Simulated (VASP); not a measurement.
Input of a VASP 6.6.1 run:

INCAR

```
PREC     = Accurate       # precision mode
ENCUT    = 520            # plane-wave cutoff, eV
EDIFF    = 1E-6           # SCF threshold, eV
ISMEAR   = 0              # smearing method
SIGMA    = 0.15           # smearing width, eV
LREAL    = F              # projectors in reciprocal space
LASPH    = T              # aspherical terms in the spheres
NELM     = 80             # most SCF steps
ALGO     = Fast           # electronic algorithm
ISIF     = 2              # what is computed and relaxed
LWAVE    = F              # write WAVECAR
LCHARG   = T              # write CHGCAR
GGA      = PS             # functional
LELF     = T              # ELF
LVHAR    = T            
NBANDS   = 14             # bands
```

File KPOINTS:

```
regular mesh
0
Gamma
  12 12 8
```

The input POSCAR:

```
Na
1.0
    3.9553510475      0.0000000000      0.0000000000
   -1.9776755237      3.4254344880      0.0000000000
    0.0000000000      0.0000000000      6.1540000000
Na
2
Direct
    0.3333333333      0.6666666667      0.2500000000
    0.6666666667      0.3333333333      0.7500000000
```

Potentials or basis: VASP PAW PBE potentials, release 64 (Na_pv).

Command:

```console
$ cat potpaw_PBE.64/Na_pv/POTCAR > POTCAR
$ mpirun -np 1 vasp_std > vasp.out
```

(1) Predict the pressure.

(2) Predict the band gap on the k mesh.

Results:

(1) -0.9 GPa.

(2) zero (band 7 reaches 1.85 eV, above the bottom of band 8 at -2.03 eV).

Caveat: the cell differs from its parent crystal (strain +0.050 along x and y, +0.000 along z); the PAW data sets were made with another functional, which shifts forces and pressure a little.
